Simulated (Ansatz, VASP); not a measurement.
## MgO in VASP and in Ansatz

Contents of POSCAR:

```
MgO
1.0
    2.9380209034      0.0000000000      0.0000000000
   -1.4690104517      2.5444007392      0.0000000000
    0.0000000000      0.0000000000      2.6796800000
Mg O
1 1
Direct
    0.0000000000      0.0000000000      0.0000000000
    0.3333333333      0.6666666667      0.5000000000
```

Contents of INCAR.step1:

```
PREC = Accurate ; ENCUT = 520
EDIFF = 1E-5 ; ISMEAR = -1
SIGMA = 0.05 ; LREAL = F
LASPH = T ; NELM = 80
ALGO = Normal ; ISIF = 2
LWAVE = T ; GGA = PE
NBANDS = 11
```

Contents of INCAR.step2:

```
PREC = Accurate ; ENCUT = 520
EDIFF = 1E-6 ; ISMEAR = -1
SIGMA = 0.05 ; LREAL = F
LASPH = T ; NELM = 80
ALGO = Normal ; ISIF = 2
LWAVE = F ; LCHARG = T
GGA = PS ; LHFCALC = T
AEXX = 0.25 ; HFSCREEN = 0.207
PRECFOCK = Normal ; LELF = T
LVHAR = T ; ISTART = 1
NBANDS = 11
```

File KPOINTS:

```
Automatic mesh
0
Gamma
  5 5 5
```

input

```
crystal:
  lattice:
    - [2.9380209034, 0.0, 0.0]
    - [-1.4690104517, 2.5444007392, 0.0]
    - [0.0, 0.0, 2.67968]
  atoms:
    - { symbol: Mg, position: [0.0, 0.0, 0.0] }
    - { symbol: O, position: [0.3333333333, 0.6666666667, 0.5] }
hamiltonian:
  xc:
    exchange: hjs_pbesol
    correlation: pbesol
    exx: { coeff: 0.25, omega: 0.207 }
  pseudopotentials: { kind: paw }
kpoints:
  mp_grid: { grid: [5, 5, 5] }
  band_path:
    path:
      - [[0.0, 0.0, 0.0], [0.5, 0.0, 0.0], [0.3333333333, 0.3333333333, 0.0], [0.0, 0.0, 0.0], [0.0, 0.0, 0.5], [0.5, 0.0, 0.5], [0.3333333333, 0.3333333333, 0.5], [0.0, 0.0, 0.5]]
      - [[0.5, 0.0, 0.5], [0.5, 0.0, 0.0]]
      - [[0.3333333333, 0.3333333333, 0.0], [0.3333333333, 0.3333333333, 0.5]]
    npoints: 4
scf:
  occupations: { method: fermi_dirac, width: 0.05 }
  n_extra_bands: 6
output:
  forces: true
  stress: true
  eigenvalues: true
  fatbands: false
  write_density: true
  write_potential: true
  elf: true
  volumetric_format: npy
```

Alike in both runs: functional PBEsol-based screened hybrid with a share of 0.25 of exact exchange and HFSCREEN = 0.207; k mesh 5 × 5 × 5; occupations fermi-dirac, width 0.05 eV; no spin polarisation.

|  | VASP | Ansatz |
| --- | --- | --- |
| version | VASP 6.6.1 | Ansatz 0.2.0 |
| potentials or method | VASP PAW PBE potentials, release 64 (Mg, O) | Ansatz PAW |
| plane-wave cutoff (eV) | 520 | 420 |
| valence electrons in the cell | 8 | 16 |
| task | single point | band structure |

```csv
,VASP,Ansatz,Ansatz less VASP
gap on the k mesh at the Fermi level (eV),4.52,4.55,+0.029
least direct gap on the mesh (eV),4.94,4.96,+0.026
pressure (GPa),-8.7,-8.4,+0.28
"traceless stress, the component that is largest in VASP (GPa)",-1.09,-1.04,+0.049
```

VASP's potentials were made for PBE, not for PBEsol-based screened hybrid. VASP's potentials hold 8 valence electrons a cell and Ansatz's 16, so a difference there can come from the potentials and not from the codes.

The k mesh is coarse, so the values compare programs but aren't converged.
